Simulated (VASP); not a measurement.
Set up this calculation in VASP 6.6.1, as the native input.

| Property | Result |
| --- | --- |
| Task | single point |
| Functional | PBE |
| Potentials or basis | VASP PAW PBE potentials, release 64 (Zn, Re) |
| Cutoff | 520 eV |
| k mesh | 6 × 6 × 6 |
| Occupations | gaussian, width 0.1 eV |
| Spin | collinear spin, ferromagnetic start |
| Starting moments | [0.0, 1.0, 1.0] μB |
| Dipole correction | no |
| Further INCAR settings | ALGO = Normal; EDIFF = 1e-07; NBANDS = 24 |

The structure of ZnRe2 lies in POSCAR:

```
ZnRe2
1.0
    0.0000000000      2.8966192343      2.8966192343
    2.8966192343      0.0000000000      2.8966192343
    2.8966192343      2.8966192343      0.0000000000
Zn Re
1 2
Direct
    0.0000000000      0.0000000000      0.0000000000
    0.7500000000      0.7500000000      0.7500000000
    0.2500000000      0.2500000000      0.2500000000
```

These files were run (other wordings do the same):

INCAR

```
SYSTEM = ZnRe2
  ALGO = Normal
  EDIFF = 1E-7
  ENCUT = 520
  GGA = PE
  ISIF = 2
  ISMEAR = 0
  ISPIN = 2
  LASPH = .TRUE.
  LCHARG = .FALSE.
  LMAXMIX = 4
  LORBIT = 11
  LREAL = .FALSE.
  LWAVE = .FALSE.
  MAGMOM = 0 1 1
  NBANDS = 24
  NELM = 150
  PREC = Accurate
  SIGMA = 0.1
```

KPOINTS

```
k-points
0
G
  6 6 6
  0 0 0
```

Potentials or basis: VASP PAW PBE potentials, release 64 (Zn, Re).

The run is started by

```bash
$ cat potpaw_PBE.64/Zn/POTCAR potpaw_PBE.64/Re/POTCAR > POTCAR
$ mpirun -np 1 vasp_std > vasp.out
```

Results of the run:

```yaml
Pressure: 0.3 GPa
Net_moment: 0.58 μB per cell
Site_moments: Zn +0.01; Re +0.27 μB
Valence_electrons_inside_the_program's_atomic_spheres: Zn 11.31; Re 5.76
```

It took 29 s on 1 thread of Intel(R) Xeon(R) 6975P-C (Granite Rapids), on a shared host, peak memory 0.2 GiB.
